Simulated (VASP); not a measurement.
# HgTe in VASP: single point with r2SCAN

Aim: the single point of HgTe with r2SCAN.

Program: VASP 6.6.1. These are calculated values, not measurements. Logs are shortened: lines on timing, memory, paths and dates and some standing lists are left out, and cuts for length are marked.

**1. The cell of the first run**

The cell holds a wire or tube with vacuum around it, 4 atoms: a = 11.700 Å, b = 9.300 Å, c = 5.390 Å, α = 90.00°, β = 90.00°, γ = 90.00°.

**2. Single point, r2SCAN, collinear spin**

POSCAR

```
HgTe
1.0
   11.7000000000      0.0000000000      0.0000000000
    0.0000000000      9.3000000000      0.0000000000
    0.0000000000      0.0000000000      5.3896494581
Hg Te
2 2
Direct
    0.4117282532      0.5000000000      0.0000000000
    0.5882717468      0.5000000000      0.5000000000
    0.3462979301      0.5000000000      0.5000000000
    0.6537020699      0.5000000000      0.0000000000
```

INCAR.step1

```
PREC     = Accurate       # precision mode
ENCUT    = 520            # plane-wave cutoff, eV
ISMEAR   = 0              # smearing method
SIGMA    = 0.05           # smearing width, eV
LREAL    = F              # projectors in reciprocal space
LASPH    = T              # aspherical terms in the spheres
NELM     = 150            # most SCF steps
ISPIN    = 2              # spin polarisation
MAGMOM   = 0.5 0.5 0.5 0.5 # initial moments
NBANDS   = 30             # bands
GGA      = PE             # functional
ALGO     = Normal         # electronic algorithm
EDIFF    = 1E-4           # SCF threshold, eV
LWAVE    = T              # write WAVECAR
LCHARG   = F              # write CHGCAR
```

INCAR.step2

```
PREC     = Accurate       # precision mode
ENCUT    = 520            # plane-wave cutoff, eV
EDIFF    = 1E-7           # SCF threshold, eV
ISMEAR   = 0              # smearing method
SIGMA    = 0.05           # smearing width, eV
LREAL    = F              # projectors in reciprocal space
LASPH    = T              # aspherical terms in the spheres
NELM     = 150            # most SCF steps
ALGO     = Normal         # electronic algorithm
ISIF     = 2              # what is computed and relaxed
LWAVE    = F              # write WAVECAR
LCHARG   = F              # write CHGCAR
ISPIN    = 2              # spin polarisation
MAGMOM   = 0.5 0.5 0.5 0.5 # initial moments
LORBIT   = 11             # projections on sites
METAGGA  = R2SCAN         # meta-GGA
LMIXTAU  = T            
NBANDS   = 30             # bands
ISTART   = 1
```

KPOINTS

```
regular mesh
0
Gamma
  1 1 13
```

Potentials or basis: VASP PAW PBE potentials, release 64 (Hg, Te).

The run is started by

```console
$ cat potpaw_PBE.64/Hg/POTCAR potpaw_PBE.64/Te/POTCAR > POTCAR
$ cp INCAR.step1 INCAR
$ mpirun -np 1 vasp_std > vasp.out
$ cp INCAR.step2 INCAR
$ mpirun -np 1 vasp_std > vasp.out
```

OUTCAR:

```text
PREC = Accurate
   ENCUT = 520
   EDIFF = 1E-7
   ISMEAR = 0
   LREAL = F
   LASPH = T
   NELM = 150
   ISIF = 2
   ISPIN = 2
   LORBIT = 11
   METAGGA = R2SCAN
   ISTART = 1

 ion  position               nearest neighbor table
   1  0.412  0.500  0.000-   3 2.80   3 2.80   4 2.83   2 3.40   2 3.40
   2  0.588  0.500  0.500-   4 2.80   4 2.80   3 2.83   1 3.40   1 3.40
   3  0.346  0.500  0.500-   1 2.80   1 2.80   2 2.83
   4  0.654  0.500  0.000-   2 2.80   2 2.80   1 2.83

  LATTYP: Found a simple orthorhombic cell.
 ALAT       =     5.3896494581
 B/A-ratio  =     1.7255296606
 C/A-ratio  =     2.1708276375

  Lattice vectors:

 A1 = (   0.0000000000,   0.0000000000,  -5.3896494581)
 A2 = (   0.0000000000,   9.3000000000,   0.0000000000)
 A3 = (  11.7000000000,   0.0000000000,   0.0000000000)

Analysis of symmetry for initial positions (statically):
=====================================================================
 Subroutine PRICEL returns:
 Original cell was already a primitive cell.

 Routine SETGRP: Setting up the symmetry group for a
 simple orthorhombic supercell.

 Subroutine GETGRP returns: Found  8 space group operations
 (whereof  4 operations were pure point group operations)
 out of a pool of  8 trial point group operations.

The static configuration has the point symmetry C_2v.
 The point group associated with its full space group is D_2h.

Analysis of symmetry for dynamics (positions and initial velocities):
=====================================================================
 Subroutine PRICEL returns:
 Original cell was already a primitive cell.

 Routine SETGRP: Setting up the symmetry group for a
 simple orthorhombic supercell.

 Subroutine GETGRP returns: Found  8 space group operations
 (whereof  4 operations were pure point group operations)
 out of a pool of  8 trial point group operations.

The dynamic configuration has the point symmetry C_2v.
 The point group associated with its full space group is D_2h.

Analysis of structural, dynamic, and magnetic symmetry:
=====================================================================
 Subroutine PRICEL returns:
 Original cell was already a primitive cell.

 Routine SETGRP: Setting up the symmetry group for a
 simple orthorhombic supercell.

 Subroutine GETGRP returns: Found  8 space group operations
 (whereof  4 operations were pure point group operations)
 out of a pool of  8 trial point group operations.

The overall configuration has the point symmetry C_2v.
 The point group associated with its full space group is D_2h.

 Subroutine INISYM returns: Found  8 space group operations
 (whereof  4 operations are pure point group operations),
 and found     1 'primitive' translations

----------------------------------------------------------------------------------------

                                     Primitive cell

  volume of cell :     586.4478

  direct lattice vectors                    reciprocal lattice vectors
    11.700000000  0.000000000  0.000000000     0.085470085  0.000000000  0.000000000
     0.000000000  9.300000000  0.000000000     0.000000000  0.107526882  0.000000000
     0.000000000  0.000000000  5.389649458     0.000000000  0.000000000  0.185540824

  length of vectors
    11.700000000  9.300000000  5.389649458     0.085470085  0.107526882  0.185540824

  position of ions in fractional coordinates (direct lattice)
     0.411728253  0.500000000  0.000000000
     0.588271747  0.500000000  0.500000000
     0.346297930  0.500000000  0.500000000
     0.653702070  0.500000000  0.000000000

  ion indices of the primitive-cell ions
   primitive index   ion index
                 1           1
                 2           2
                 3           3
                 4           4

----------------------------------------------------------------------------------------

 KPOINTS: regular mesh

Automatic generation of k-mesh.
 Grid dimensions read from file:
 generate k-points for:    1    1   13

 Generating k-lattice:

  Cartesian coordinates                     Fractional coordinates (reciprocal lattice)
     0.085470085  0.000000000  0.000000000     1.000000000  0.000000000  0.000000000
     0.000000000  0.107526882  0.000000000     0.000000000  1.000000000  0.000000000
     0.000000000  0.000000000  0.014272371     0.000000000  0.000000000  0.076923077

  Length of vectors
     0.085470085  0.107526882  0.014272371

  Shift w.r.t. Gamma in fractional coordinates (k-lattice)
     0.000000000  0.000000000  0.000000000

 Subroutine IBZKPT returns following result:
 ===========================================

 Found      7 irreducible k-points:

 Following reciprocal coordinates:
            Coordinates               Weight
  0.000000  0.000000  0.000000      1.000000
  0.000000  0.000000  0.076923      2.000000
  0.000000  0.000000  0.153846      2.000000
  0.000000  0.000000  0.230769      2.000000
  0.000000  0.000000  0.307692      2.000000
  0.000000  0.000000  0.384615      2.000000
  0.000000  0.000000  0.461538      2.000000
   k-points           NKPTS =      7   k-points in BZ     NKDIM =      7   number of bands    NBANDS=     30
   number of dos      NEDOS =    301   number of ions     NIONS =      4
   total plane-waves  NPLWV = 252000
   dimension x,y,z NGX =    90 NGY =   70 NGZ =   40
   dimension x,y,z NGXF=   180 NGYF=  140 NGZF=   80
   ions per type =               2   2
   NGX,Y,Z   is equivalent  to a cutoff of  12.79, 12.51, 12.34 a.u.
   NGXF,Y,Z  is equivalent  to a cutoff of  25.58, 25.03, 24.68 a.u.
 SYSTEM =  unknown system
   PREC   = accura    normal or accurate (medium, high low for compatibility)
   ISTART =      1    job   : 0-new  1-cont  2-samecut
   ICHARG =      0    charge: 1-file 2-atom 10-const
   ISPIN  =      2    spin polarized calculation?
   LNONCOLLINEAR =      F non collinear calculations
   LSORBIT =      F    spin-orbit coupling
   LASPH  =      T    aspherical Exc in radial PAW
   ENCUT  =  520.0 eV  38.22 Ry    6.18 a.u.  21.75 17.29 10.02*2*pi/ulx,y,z
   NELM   =    150;   NELMIN=  2; NELMDL=  0     # of ELM steps
   EDIFF  = 0.1E-06   stopping-criterion for ELM
   LREAL  =      F    real-space projection
   EDIFFG = 0.1E-05   stopping-criterion for IOM
   NSW    =      0    number of steps for IOM
   IBRION =     -1    ionic relax: 0-MD 1-quasi-New 2-CG
   NFREE  =      0    steps in history (QN), initial steepest desc. (CG)
   ISIF   =      2    stress and relaxation
   ISYM   =      2    0-nonsym 1-usesym 2-fastsym
   POTIM  = 0.5000    time-step for ionic-motion
   TEBEG  =    0.0;   TEEND  =   0.0 temperature during run
   PSTRESS=    0.0 pullay stress
   NELECT =      36.0000    total number of electrons
   NUPDOWN=      -1.0000    fix difference up-down
   EMIN   =  10.00;   EMAX   =-10.00  energy-range for DOS
   EFERMI =   0.00;   METHOD = LEGACY
   ISMEAR =     0;   SIGMA  =   0.05  broadening in eV -4-tet -1-fermi 0-gaus
   EFERMI_NEDOS =   21; number of points for ismear=-14 and -15
   IALGO  =     38    algorithm
   IMIX   =      4    mixing-type and parameters
     AMIX     =   0.40;   BMIX     =  1.00
     AMIX_MAG =   1.60;   BMIX_MAG =  1.00
  volume/ion in A,a.u.               =     146.61       989.39
  Fermi-wavevector in a.u.,A,eV,Ry     =   0.645802  1.220388  5.674445  0.417060
  Thomas-Fermi vector in A             =   1.713577
   LORBIT       =     11    0 simple, 1 ext, 2 COOP (PROOUT), +10 PAW based schemes
   METAGGA = R2SCAN    functional components
   LHFCALC =     F    Hartree Fock is set to
   AEXX    =    0.0000 exact exchange contribution
   IVDW    =     0    specifies the selected vdW correction
   LEPSILON=     F    determine dielectric tensor
   LRPA    =     F    only Hartree local field effects (RPA)
 spin polarized calculation
 Gauss-broadening in eV      SIGMA  =   0.05
  energy-cutoff  :      520.00
  volume of cell :      586.45
 maximum number of plane-waves:     15858
 NGX is ok and might be reduce to    90
   NGX = 43   NGY = 35   NGZ = 21

 number of electron      36.0000003 magnetization      -0.0000000

 number of electron      36.0000003 magnetization       0.0000000

 Free energy of the ion-electron system (eV)
  ---------------------------------------------------
  ext. energy  EPLUGINS =         0.00000000
  ---------------------------------------------------
  free energy    TOTEN  =      -148.23788680 eV

  energy without entropy =     -148.23788680  energy(sigma->0) =     -148.23788680

 E-fermi :  -3.6224     XC(G=0):  -2.8503

 val. band max:       -3.8302388836   @ k =   0.0000   0.0000   0.2308
 cond. band min:      -3.4138830580   @ k =   0.0000   0.0000   0.0769
 fundamental gap:      0.4163558256
 Fermi energy:        -3.6223764340

 spin component 1

 k-point     1 :       0.0000    0.0000    0.0000
  band No.  band energies     occupation
      1     -15.0154      1.00000
      2     -14.6124      1.00000
      3     -10.8487      1.00000
      4     -10.5080      1.00000
      5     -10.4492      1.00000
      6     -10.4069      1.00000
[... 220 lines left out ...]
     29       3.6390      0.00000
     30       3.6778      0.00000
 Fermi energy:        -3.6223764340

 spin component 2

 k-point     1 :       0.0000    0.0000    0.0000
  band No.  band energies     occupation
      1     -15.0154      1.00000
      2     -14.6124      1.00000
      3     -10.8487      1.00000
      4     -10.5080      1.00000
      5     -10.4492      1.00000
      6     -10.4069      1.00000
[... 220 lines left out ...]
     29       3.6390      0.00000
     30       3.6780      0.00000

------------------------ aborting loop because EDIFF is reached ----------------------------------------

  FORCE on cell =-STRESS in cart. coord.  units (eV):
  Direction    XX          YY          ZZ          XY          YZ          ZX
  --------------------------------------------------------------------------------------
  -------------------------------------------------------------------------------------
  Total        0.0865005      0.0253752      0.2590533      0.0000000      0.0000000      0.0000000
  in kB        0.2363198      0.0693252      0.7077345      0.0000000      0.0000000      0.0000000
  external PRESSURE =       0.3377932 kB  Pullay stress =       0.0000000 kB

 VOLUME and BASIS-vectors are now :
 -----------------------------------------------------------------------------
  energy-cutoff  :      520.00
  volume of cell :      586.45
      direct lattice vectors                 reciprocal lattice vectors
    11.700000000  0.000000000  0.000000000     0.085470085  0.000000000  0.000000000
     0.000000000  9.300000000  0.000000000     0.000000000  0.107526882  0.000000000
     0.000000000  0.000000000  5.389649458     0.000000000  0.000000000  0.185540824

 POSITION                                       TOTAL-FORCE (eV/Angst)
 -----------------------------------------------------------------------------------
      4.81722      4.65000      0.00000        -0.010530      0.000000      0.000000
      6.88278      4.65000      2.69482         0.010530      0.000000      0.000000
      4.05169      4.65000      2.69482        -0.034331      0.000000      0.000000
      7.64831      4.65000      0.00000         0.034331      0.000000      0.000000
 -----------------------------------------------------------------------------------
    total drift:                                0.000000      0.000000     -0.000000

  FREE ENERGIE OF THE ION-ELECTRON SYSTEM (eV)
  ---------------------------------------------------
  free  energy   TOTEN  =      -148.2378868007 eV

  energy  without entropy=     -148.2378868004  energy(sigma->0) =     -148.23788680

 total charge

# of ion       s       p       d       tot
------------------------------------------
    1        0.804   0.283   9.365  10.452
    2        0.804   0.283   9.365  10.452
    3        1.380   1.967   0.024   3.372
    4        1.380   1.967   0.024   3.372
--------------------------------------------------
tot          4.369   4.501  18.779  27.649

 magnetization (x)

# of ion       s       p       d       tot
------------------------------------------
    1       -0.000  -0.000  -0.000  -0.000
    2       -0.000  -0.000  -0.000  -0.000
    3       -0.000  -0.000  -0.000  -0.000
    4       -0.000  -0.000  -0.000  -0.000
--------------------------------------------------
tot         -0.000  -0.000  -0.000  -0.000
```

Wall time 19 min (1 thread of AMD EPYC 9R45 (Zen 5), shared host); peak memory 0.93 GiB.

Results:

| Quantity | Value |
| --- | --- |
| Free energy | -148.2379 eV |
| Largest force | 0.034 eV/Å |
| Band gap on the k mesh | 0.42 eV (least direct gap 0.65 eV) |
| Net moment | 0.00 μB per cell |
| Valence electrons inside the program's atomic spheres | Hg 10.45; Te 3.37 |

Forces in eV/Å, atoms in the order of the input:
```
Hg  -0.011  0.000  0.000
Hg   0.011  0.000  0.000
Te  -0.034  0.000  0.000
Te   0.034  0.000  0.000
```

Caveat: the PAW data sets were made with another functional, which shifts forces and pressure a little; spin-orbit coupling is left out, which moves the levels of the heavy elements.
